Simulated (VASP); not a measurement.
# PtSe (F-43m) in VASP: a series of runs

PtSe is run at these levels: PBE, r2SCAN+D3(BJ), r2SCAN+rVV10; tasks: single point.

All numbers are computed with VASP 6.6.1; they aren't measurements. Logs are shortened: lines on timing, memory, paths and dates and some standing lists are left out, and cuts for length are marked.

## Step 1: The cell of the first run

The structure is cubic, space group F-43m (No. 216). The conventional cell has a = 6.075 Å, b = 6.075 Å, c = 6.075 Å, α = 90.00°, β = 90.00°, γ = 90.00°. Within 3.5 Å of Pt (site symmetry -43m) lie 4 Se at 2.63 Å. Se (site symmetry -43m) has 4 Pt at 2.63 Å within 3.5 Å.

## Step 2: Single point, PBE

The input, INCAR:

```
PREC = Accurate ; ENCUT = 520
EDIFF = 1E-6 ; ISMEAR = -1
SIGMA = 0.05 ; LREAL = False
LASPH = True ; NELM = 80
ALGO = Normal ; ISIF = 2
LWAVE = False ; LCHARG = True
GGA = PE ; LELF = True
LVHAR = True ; NBANDS = 15
```

The input, KPOINTS:

```
Automatic mesh
0
Gamma
  8 8 8
```

The input, POSCAR:

```
PtSe
1.0
    0.0000000000      3.0374472300      3.0374472300
    3.0374472300      0.0000000000      3.0374472300
    3.0374472300      3.0374472300      0.0000000000
Pt Se
1 1
Direct
    0.0000000000      0.0000000000      0.0000000000
    0.2500000000      0.2500000000      0.2500000000
```

Potentials or basis: VASP PAW PBE potentials, release 64 (Pt, Se).

Run with:

```bash
$ cat potpaw_PBE.64/Pt/POTCAR potpaw_PBE.64/Se/POTCAR > POTCAR
$ mpirun -np 1 vasp_std > vasp.out
```

OUTCAR:

```text
PREC = Accurate
   ENCUT = 520
   EDIFF = 1E-6
   ISMEAR = -1
   LREAL = False
   LASPH = True
   NELM = 80
   ISIF = 2
   GGA = PE

 ion  position               nearest neighbor table
   1  0.000  0.000  0.000-   2 2.63   2 2.63   2 2.63   2 2.63
   2  0.250  0.250  0.250-   1 2.63   1 2.63   1 2.63   1 2.63

  LATTYP: Found a face centered cubic cell.
 ALAT       =     6.0748944600

  Lattice vectors:

 A1 = (   0.0000000000,   3.0374472300,   3.0374472300)
 A2 = (   3.0374472300,   0.0000000000,   3.0374472300)
 A3 = (   3.0374472300,   3.0374472300,   0.0000000000)

Analysis of symmetry for initial positions (statically):
=====================================================================
 Subroutine PRICEL returns:
 Original cell was already a primitive cell.

 Routine SETGRP: Setting up the symmetry group for a
 face centered cubic supercell.

 Subroutine GETGRP returns: Found 24 space group operations
 (whereof 24 operations were pure point group operations)
 out of a pool of 48 trial point group operations.

The static configuration has the point symmetry T_d .

Analysis of symmetry for dynamics (positions and initial velocities):
=====================================================================
 Subroutine PRICEL returns:
 Original cell was already a primitive cell.

 Routine SETGRP: Setting up the symmetry group for a
 face centered cubic supercell.

 Subroutine GETGRP returns: Found 24 space group operations
 (whereof 24 operations were pure point group operations)
 out of a pool of 48 trial point group operations.

The dynamic configuration has the point symmetry T_d .

 Subroutine INISYM returns: Found 24 space group operations
 (whereof 24 operations are pure point group operations),
 and found     1 'primitive' translations

----------------------------------------------------------------------------------------

                                     Primitive cell

  volume of cell :      56.0475

  direct lattice vectors                    reciprocal lattice vectors
     0.000000000  3.037447230  3.037447230    -0.164611913  0.164611913  0.164611913
     3.037447230  0.000000000  3.037447230     0.164611913 -0.164611913  0.164611913
     3.037447230  3.037447230  0.000000000     0.164611913  0.164611913 -0.164611913

  length of vectors
     4.295599068  4.295599068  4.295599068     0.285116197  0.285116197  0.285116197

  position of ions in fractional coordinates (direct lattice)
     0.000000000  0.000000000  0.000000000
     0.250000000  0.250000000  0.250000000

  ion indices of the primitive-cell ions
   primitive index   ion index
                 1           1
                 2           2

----------------------------------------------------------------------------------------

 KPOINTS: Automatic mesh

Automatic generation of k-mesh.
 Grid dimensions read from file:
 generate k-points for:    8    8    8

 Generating k-lattice:

  Cartesian coordinates                     Fractional coordinates (reciprocal lattice)
    -0.020576489  0.020576489  0.020576489     0.125000000  0.000000000  0.000000000
     0.020576489 -0.020576489  0.020576489     0.000000000  0.125000000  0.000000000
     0.020576489  0.020576489 -0.020576489     0.000000000  0.000000000  0.125000000

  Length of vectors
     0.035639525  0.035639525  0.035639525

  Shift w.r.t. Gamma in fractional coordinates (k-lattice)
     0.000000000  0.000000000  0.000000000

 Subroutine IBZKPT returns following result:
 ===========================================

 Found     29 irreducible k-points:

 Following reciprocal coordinates:
            Coordinates               Weight
  0.000000  0.000000  0.000000      1.000000
  0.125000  0.000000  0.000000      8.000000
  0.250000  0.000000  0.000000      8.000000
  0.375000  0.000000  0.000000      8.000000
  0.500000  0.000000  0.000000      4.000000
  0.125000  0.125000  0.000000      6.000000
[... 16 lines left out ...]
  0.500000  0.250000  0.125000     48.000000
 -0.375000  0.250000  0.125000     24.000000
 [... further k-points ...]
   k-points           NKPTS =     29   k-points in BZ     NKDIM =     29   number of bands    NBANDS=     15
   number of dos      NEDOS =    301   number of ions     NIONS =      2
   total plane-waves  NPLWV =  32768
   dimension x,y,z NGX =    32 NGY =   32 NGZ =   32
   dimension x,y,z NGXF=    64 NGYF=   64 NGZF=   64
   ions per type =               1   1
   NGX,Y,Z   is equivalent  to a cutoff of  12.38, 12.38, 12.38 a.u.
   NGXF,Y,Z  is equivalent  to a cutoff of  24.77, 24.77, 24.77 a.u.
 SYSTEM =  unknown system
   PREC   = accura    normal or accurate (medium, high low for compatibility)
   ISTART =      0    job   : 0-new  1-cont  2-samecut
   ICHARG =      2    charge: 1-file 2-atom 10-const
   ISPIN  =      1    spin polarized calculation?
   LNONCOLLINEAR =      F non collinear calculations
   LSORBIT =      F    spin-orbit coupling
   LASPH  =      T    aspherical Exc in radial PAW
   ENCUT  =  520.0 eV  38.22 Ry    6.18 a.u.   7.99  7.99  7.99*2*pi/ulx,y,z
   NELM   =     80;   NELMIN=  2; NELMDL= -5     # of ELM steps
   EDIFF  = 0.1E-05   stopping-criterion for ELM
   LREAL  =      F    real-space projection
   EDIFFG = 0.1E-04   stopping-criterion for IOM
   NSW    =      0    number of steps for IOM
   IBRION =     -1    ionic relax: 0-MD 1-quasi-New 2-CG
   NFREE  =      0    steps in history (QN), initial steepest desc. (CG)
   ISIF   =      2    stress and relaxation
   ISYM   =      2    0-nonsym 1-usesym 2-fastsym
   POTIM  = 0.5000    time-step for ionic-motion
   TEBEG  =    0.0;   TEEND  =   0.0 temperature during run
   PSTRESS=    0.0 pullay stress
   NELECT =      16.0000    total number of electrons
   NUPDOWN=      -1.0000    fix difference up-down
   EMIN   =  10.00;   EMAX   =-10.00  energy-range for DOS
   EFERMI =   0.00;   METHOD = LEGACY
   ISMEAR =    -1;   SIGMA  =   0.05  broadening in eV -4-tet -1-fermi 0-gaus
   EFERMI_NEDOS =   21; number of points for ismear=-14 and -15
   IALGO  =     38    algorithm
   IMIX   =      4    mixing-type and parameters
     AMIX     =   0.40;   BMIX     =  1.00
     AMIX_MAG =   1.60;   BMIX_MAG =  1.00
  volume/ion in A,a.u.               =      28.02       189.11
  Fermi-wavevector in a.u.,A,eV,Ry     =   1.077944  2.037018 15.809462  1.161963
  Thomas-Fermi vector in A             =   2.213869
   LORBIT       =      0    0 simple, 1 ext, 2 COOP (PROOUT), +10 PAW based schemes
   GGA     = PE    functional components
   LHFCALC =     F    Hartree Fock is set to
   AEXX    =    0.0000 exact exchange contribution
   IVDW    =     0    specifies the selected vdW correction
   LEPSILON=     F    determine dielectric tensor
   LRPA    =     F    only Hartree local field effects (RPA)
 non-spin polarized calculation
  energy-cutoff  :      520.00
  volume of cell :       56.05
 maximum number of plane-waves:      1540
   NGX = 15   NGY = 15   NGZ = 15

 number of electron      16.0000002 magnetization

 Free energy of the ion-electron system (eV)
  ---------------------------------------------------
  ext. energy  EPLUGINS =         0.00000000
  ---------------------------------------------------
  free energy    TOTEN  =        -9.13496660 eV

  energy without entropy =       -9.11319724  energy(sigma->0) =       -9.12408192

 E-fermi :   2.9824     XC(G=0):  -9.1308

 val. band max:        2.9709273584   @ k =  -0.3750   0.1250   0.0000
 cond. band min:       2.9942234511   @ k =  -0.2500   0.3750   0.1250
 fundamental gap:      0.0232960927
 Fermi energy:         2.9824379884

 k-point     1 :       0.0000    0.0000    0.0000
  band No.  band energies     occupation
      1     -10.6233      2.00000
      2      -1.3405      2.00000
      3      -1.3405      2.00000
      4      -1.3405      2.00000
      5       0.8817      2.00000
      6       0.8817      2.00000
      7       3.3241      0.00215
      8       4.6705      0.00000
      9       4.6705      0.00000
     10       4.6705      0.00000
     11       9.5719      0.00000
     12       9.5719      0.00000
     13       9.5719      0.00000
     14      13.0306      0.00000
     15      15.3627      0.00000

 k-point     2 :       0.1250    0.0000    0.0000
  band No.  band energies     occupation
      1     -10.5639      2.00000
      2      -1.4619      2.00000
      3      -1.2968      2.00000
      4      -1.2968      2.00000
      5       0.8706      2.00000
      6       0.8706      2.00000
      7       3.1430      0.07755
      8       4.5090      0.00000
      9       4.5090      0.00000
     10       4.7493      0.00000
     11       9.1647      0.00000
     12       9.7829      0.00000
     13       9.7829      0.00000
     14      13.8763      0.00000
     15      14.4680      0.00000

 k-point     3 :       0.2500    0.0000    0.0000
  band No.  band energies     occupation
      1     -10.4158      2.00000
      2      -1.6839      2.00000
      3      -1.1958      2.00000
      4      -1.1958      2.00000
      5       0.8742      2.00000
      6       0.8742      2.00000
      7       2.3846      1.99999
      8       4.1146      0.00000
      9       4.1146      0.00000
     10       5.1080      0.00000
     11       9.1098      0.00000
     12      10.1926      0.00000
     13      10.1926      0.00000
     14      13.5697      0.00000
     15      14.1419      0.00000

 k-point     4 :       0.3750    0.0000    0.0000
  band No.  band energies     occupation
      1     -10.2607      2.00000
      2      -1.8131      2.00000
      3      -1.1052      2.00000
      4      -1.1052      2.00000
      5       0.9370      2.00000
      6       0.9370      2.00000
      7       1.5079      2.00000
      8       3.6928      0.00000
      9       3.6928      0.00000
     10       5.3663      0.00000
     11       9.8767      0.00000
     12      10.4208      0.00000
     13      10.4208      0.00000
     14      13.1600      0.00000
     15      14.7298      0.00000
[... 307 lines left out ...]
 k-point    22 :       0.3750    0.2500    0.1250
  band No.  band energies     occupation
      1     -10.3032      2.00000
      2      -1.8319      2.00000
      3      -1.1035      2.00000
      4      -1.0428      2.00000
      5       0.7361      2.00000
      6       1.0028      2.00000
      7       2.1988      2.00000
      8       2.9520      1.29529
      9       3.6998      0.00000
     10       6.2724      0.00000
     11       8.4548      0.00000
     12      10.1019      0.00000
     13      11.0613      0.00000
     14      12.9901      0.00000
     15      15.1783      0.00000

 k-point    23 :       0.5000    0.2500    0.1250
  band No.  band energies     occupation
      1     -10.1771      2.00000
      2      -1.8015      2.00000
      3      -1.1397      2.00000
      4      -0.9172      2.00000
      5       0.8081      2.00000
      6       0.9668      2.00000
      7       1.5469      2.00000
      8       2.5189      1.99981
      9       3.3381      0.00163
     10       6.7252      0.00000
     11       9.1124      0.00000
     12       9.7888      0.00000
     13      11.4824      0.00000
     14      13.5106      0.00000
     15      15.3996      0.00000

 k-point    24 :      -0.3750    0.2500    0.1250
  band No.  band energies     occupation
      1     -10.1236      2.00000
      2      -1.7177      2.00000
      3      -1.2085      2.00000
      4      -0.8643      2.00000
      5       0.7659      2.00000
      6       0.9606      2.00000
      7       1.3087      2.00000
      8       2.4531      1.99995
      9       3.1154      0.13083
     10       6.8165      0.00000
     11       9.3402      0.00000
     12      10.1223      0.00000
     13      11.6322      0.00000
     14      13.4453      0.00000
     15      14.9791      0.00000

 [... further k-points ...]
[... 5 lines left out ...]
  --------------------------------------------------------------------------------------
  -------------------------------------------------------------------------------------
  Total       -3.8988869     -3.8988869     -3.8988869      0.0000000      0.0000000     -0.0000000
  in kB     -111.4538316   -111.4538316   -111.4538316      0.0000000      0.0000000     -0.0000000
  external PRESSURE =    -111.4538316 kB  Pullay stress =       0.0000000 kB

 VOLUME and BASIS-vectors are now :
 -----------------------------------------------------------------------------
  energy-cutoff  :      520.00
  volume of cell :       56.05
      direct lattice vectors                 reciprocal lattice vectors
     0.000000000  3.037447230  3.037447230    -0.164611913  0.164611913  0.164611913
     3.037447230  0.000000000  3.037447230     0.164611913 -0.164611913  0.164611913
     3.037447230  3.037447230  0.000000000     0.164611913  0.164611913 -0.164611913

 POSITION                                       TOTAL-FORCE (eV/Angst)
 -----------------------------------------------------------------------------------
      0.00000      0.00000      0.00000        -0.000000     -0.000000     -0.000000
      1.51872      1.51872      1.51872         0.000000      0.000000      0.000000
 -----------------------------------------------------------------------------------
    total drift:                               -0.000000     -0.000000     -0.000000

  FREE ENERGIE OF THE ION-ELECTRON SYSTEM (eV)
  ---------------------------------------------------
  free  energy   TOTEN  =        -9.1349665977 eV

  energy  without entropy=       -9.1131972400  energy(sigma->0) =       -9.12408192
```

It took 8 s on 1 thread of Intel Xeon 6975P-C (Granite Rapids), shared host; peak memory 0.18 GiB.

Results:

```yaml
Free_energy: -9.1350 eV
Pressure: -11.1 GPa
Band_gap_on_the_k_mesh: zero (band 8 reaches 4.67 eV, above the bottom of band 9 at 2.09 eV)
```

Levels at points of the mesh, in eV from the Fermi level:
| k point | band 6 | band 7 | band 8 | band 9 | band 10 | band 11 |
| --- | --- | --- | --- | --- | --- | --- |
| (0.00, 0.00, 0.00) | -2.10 | 0.34 | 1.69 | 1.69 | 1.69 | 6.59 |
| (0.50, 0.00, 0.00) | -1.99 | -1.85 | 0.52 | 0.52 | 2.44 | 7.48 |
| (0.50, 0.50, 0.00) | -1.86 | -1.83 | -0.90 | -0.90 | 4.27 | 4.48 |

Caveat: spin-orbit coupling is left out, which moves the levels of the heavy elements.

## Step 3: Single point, r2SCAN+D3(BJ)

This run uses another cell than the first one, of 22.15 Å³/atom, 0.790 times its volume.

The input, POSCAR:

```
PtSe
1.0
    0.0000000000      2.8084339081      2.8084339081
    2.8084339081      0.0000000000      2.8084339081
    2.8084339081      2.8084339081      0.0000000000
Pt Se
1 1
Direct
    0.0000000000      0.0000000000      0.0000000000
    0.2500000000      0.2500000000      0.2500000000
```

The input, INCAR.step1:

```
  PREC = Accurate
  ENCUT = 520
  ISMEAR = -1
  SIGMA = 0.05
  LREAL = False
  LASPH = True
  NELM = 100
  NBANDS = 15
  GGA = PE
  ALGO = Normal
  EDIFF = 1E-4
  LWAVE = True
  LCHARG = False
```

The input, INCAR.step2:

```
  PREC = Accurate
  ENCUT = 520
  EDIFF = 1E-7
  ISMEAR = -1
  SIGMA = 0.05
  LREAL = False
  LASPH = True
  NELM = 100
  ALGO = Normal
  ISIF = 2
  LWAVE = False
  LCHARG = True
  METAGGA = R2SCAN
  LMIXTAU = True
  IVDW = 12
  VDW_S6 = 1.0
  VDW_S8 = 0.78981345
  VDW_A1 = 0.49484001
  VDW_A2 = 5.73083694
  LELF = True
  LVHAR = True
  NBANDS = 15
  ISTART = 1
```

KPOINTS is that of step 2.

Potentials or basis: VASP PAW PBE potentials, release 64 (Pt, Se).

Run with:

```bash
$ cat potpaw_PBE.64/Pt/POTCAR potpaw_PBE.64/Se/POTCAR > POTCAR
$ cp INCAR.step1 INCAR
$ mpirun -np 1 vasp_std > vasp.out
$ cp INCAR.step2 INCAR
$ mpirun -np 1 vasp_std > vasp.out
```

It took 57 s on 1 thread of Intel Xeon 6975P-C (Granite Rapids), shared host; peak memory 0.18 GiB.

Results (log left out):

| Item | Value |
| --- | --- |
| Free energy | -66.2163 eV |
| Pressure | 0.0 GPa |
| Band gap on the k mesh | zero (band 8 reaches 7.95 eV, above the bottom of band 9 at 3.95 eV) |
| Dispersion energy per atom | -0.220 eV |

Levels at points of the mesh, in eV from the Fermi level:
| k point | band 4 | band 5 | band 6 | band 7 | band 8 | band 9 | band 10 | band 11 | band 12 | band 13 |
| --- | --- | --- | --- | --- | --- | --- | --- | --- | --- | --- |
| (0.00, 0.00, 0.00) | -6.09 | -3.19 | -3.19 | 1.17 | 2.55 | 2.55 | 2.55 | 7.09 | 7.09 | 7.09 |
| (0.50, 0.00, 0.00) | -5.71 | -2.99 | -2.99 | -2.69 | 0.66 | 0.66 | 3.21 | 8.36 | 8.36 | 8.92 |
| (0.50, 0.50, 0.00) | -4.88 | -3.11 | -2.74 | -2.70 | -1.45 | -1.45 | 4.95 | 5.54 | 10.64 | 12.45 |

Caveat: the PAW data sets were made with another functional, which shifts forces and pressure a little; spin-orbit coupling is left out, which moves the levels of the heavy elements; pairwise dispersion overbinds metals, which lowers pressure and volume.

## Step 4: Single point, r2SCAN+rVV10

This run uses another cell than the first one, of 22.18 Å³/atom, 0.791 times its volume.

The input, POSCAR:

```
PtSe
1.0
    0.0000000000      2.8095336934      2.8095336934
    2.8095336934      0.0000000000      2.8095336934
    2.8095336934      2.8095336934      0.0000000000
Pt Se
1 1
Direct
    0.0000000000      0.0000000000      0.0000000000
    0.2500000000      0.2500000000      0.2500000000
```

The input, INCAR.step1:

```
SYSTEM = PtSe
  PREC = Accurate
  ENCUT = 520
  ISMEAR = -1
  SIGMA = 0.05
  LREAL = .FALSE.
  LASPH = .TRUE.
  NELM = 80
  NBANDS = 15
  GGA = PE
  ALGO = Normal
  EDIFF = 1E-4
  LWAVE = .TRUE.
  LCHARG = .FALSE.
```

The input, INCAR.step2:

```
SYSTEM = PtSe
  PREC = Accurate
  ENCUT = 520
  EDIFF = 1E-7
  ISMEAR = -1
  SIGMA = 0.05
  LREAL = .FALSE.
  LASPH = .TRUE.
  NELM = 80
  ALGO = Normal
  ISIF = 2
  LWAVE = .FALSE.
  LCHARG = .FALSE.
  METAGGA = R2SCAN
  LMIXTAU = .TRUE.
  LUSE_VDW = .TRUE.
  IVDW_NL = 2
  BPARAM = 11.95
  CPARAM = 0.0093
  NBANDS = 15
  ISTART = 1
```

The input, KPOINTS:

```
Automatic mesh
0
G
  8 8 8
  0 0 0
```

Run with:

```bash
$ cat potpaw_PBE.64/Pt/POTCAR potpaw_PBE.64/Se/POTCAR > POTCAR
$ cp INCAR.step1 INCAR
$ mpirun -np 1 vasp_std > vasp.out
$ cp INCAR.step2 INCAR
$ mpirun -np 1 vasp_std > vasp.out
```

Run time: 93 s. Hardware: 1 thread of Intel Xeon 6975P-C (Granite Rapids), shared host; peak memory 0.29 GiB.

Results (log left out):

| Property | Result |
| --- | --- |
| Free energy | -65.4057 eV |
| Pressure | 0.4 GPa |
| Band gap on the k mesh | zero (band 8 reaches 7.92 eV, above the bottom of band 9 at 3.92 eV) |

Levels at points of the mesh, in eV from the Fermi level:
```
           k point  band 6  band 7  band 8  band 9  band 10  band 11
(0.00, 0.00, 0.00)   -3.18    1.13    2.55    2.55     2.55     7.07
(0.50, 0.00, 0.00)   -2.99   -2.68    0.66    0.66     3.17     8.34
(0.50, 0.50, 0.00)   -2.73   -2.69   -1.45   -1.45     4.91     5.50
```

Caveat: the PAW data sets were made with another functional, which shifts forces and pressure a little; spin-orbit coupling is left out, which moves the levels of the heavy elements.

## Step 5: Overview

```tsv
level	cell	gap on the mesh (eV)	pressure (GPa)
PBE	a = 4.296 Å, angles 60.0°, 2 atoms	none	-11.1
r2SCAN+D3(BJ)	a = 3.972 Å, angles 60.0°, 2 atoms	none	0.0
r2SCAN+rVV10	a = 3.973 Å, angles 60.0°, 2 atoms	none	0.4
```

Alike in all rows: task single point; potentials or basis VASP PAW PBE potentials, release 64 (Pt, Se); no spin polarisation; k mesh 8 × 8 × 8; cutoff (eV) 520; smearing fermi-dirac 0.05 eV.

Caveats: spin-orbit coupling is left out, which moves the levels of the heavy elements; the PAW data sets were made with another functional, which shifts forces and pressure a little (some runs); pairwise dispersion overbinds metals, which lowers pressure and volume (some runs).

Absolute energies hang on the potentials; compare differences alone.
